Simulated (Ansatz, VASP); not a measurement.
**Sn: VASP beside Ansatz**

```
CELL_PARAMETERS angstrom
0.00000 3.32772 3.32772
3.32772 0.00000 3.32772
3.32772 3.32772 0.00000
ATOMIC_POSITIONS crystal
Sn 0.00000 0.00000 0.00000
Sn 0.25000 0.25000 0.25000
```

Alike in both runs: task single point; functional PBE; k mesh 6 × 6 × 6; occupations fermi-dirac, width 0.02 eV; no spin polarisation.

|  | VASP | Ansatz |
| --- | --- | --- |
| version | VASP 6.6.1 | Ansatz 0.2.0 |
| potentials or method | VASP PAW PBE potentials, release 64 (Sn_d) | plane waves, PAW |
| plane-wave cutoff (eV) | 520 | 420 |
| valence electrons in the cell | 28 | 28 |

|  | VASP | Ansatz | Ansatz less VASP |
| --- | --- | --- | --- |
| pressure (GPa) | 0.0 | 0.0 | +0.05 |
